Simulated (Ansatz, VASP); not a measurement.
# Two plane-wave programs on SiC

```
Si C
1.0
     0.01369    2.19807    2.18438
     2.19807    0.01369    2.18438
     2.21176    2.21176    0.00000
Si C
1 1
Direct
  0.00000 0.00000 0.00000
  0.25000 0.25000 0.25000
```

Change from the starting cell: strained cell.

Alike in both runs: task relaxation of the atoms; functional PBE; k mesh 10 × 10 × 10; occupations gaussian, width 0.02 eV; no spin polarisation.

|  | VASP | Ansatz |
| --- | --- | --- |
| version | VASP 6.6.1 | Ansatz 0.2.0 |
| potentials or method | VASP PAW PBE potentials, release 64 (Si, C), cutoff 520 eV | scalar-relativistic, plane waves, PAW |
| valence electrons in the cell | 8 | 8 |

```csv
,VASP,Ansatz,Ansatz less VASP
"gap on the k mesh at the Fermi level, each at its own relaxed structure (eV)",1.29,1.29,+0.003
```

Ansatz's warnings: stress scf threshold loose.
